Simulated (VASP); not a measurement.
CdSe, 2 atoms in the cell. Symmetry: F-43m, No. 216, cubic system. The conventional cell has a = 6.141 Å, b = 6.141 Å, c = 6.141 Å, α = 90.00°, β = 90.00°, γ = 90.00°. Cd (site symmetry -43m) has 4 Se at 2.66 Å within 3.5 Å. Se (site symmetry -43m) has 4 Cd at 2.66 Å within 3.5 Å. 

- Program: VASP 6.6.1
- Task: single point
- Functional: PBE
- Potentials or basis: VASP PAW PBE potentials, release 64 (Cd, Se)
- Cutoff: 520 eV
- k mesh: 8 × 8 × 8
- Occupations: gaussian, width 0.011 eV
- Spin: no spin polarisation
- Dipole correction: no
- Further INCAR settings: ALGO = Normal; EDIFF = 1e-06; NBANDS = 16

Potentials or basis: VASP PAW PBE potentials, release 64 (Cd, Se).

The run is started by

```bash
$ cat potpaw_PBE.64/Cd/POTCAR potpaw_PBE.64/Se/POTCAR > POTCAR
$ mpirun -np 1 vasp_std > vasp.out
```

Hardware: 1 thread of Intel Xeon 6975P-C (shared host).

Problem. How long does it take, and how much memory?

Solution. Run time: 21 s on 1 thread of Intel Xeon 6975P-C, on a shared host, peak memory 0.18 GiB. Counts: scf iterations 12, k points 29.
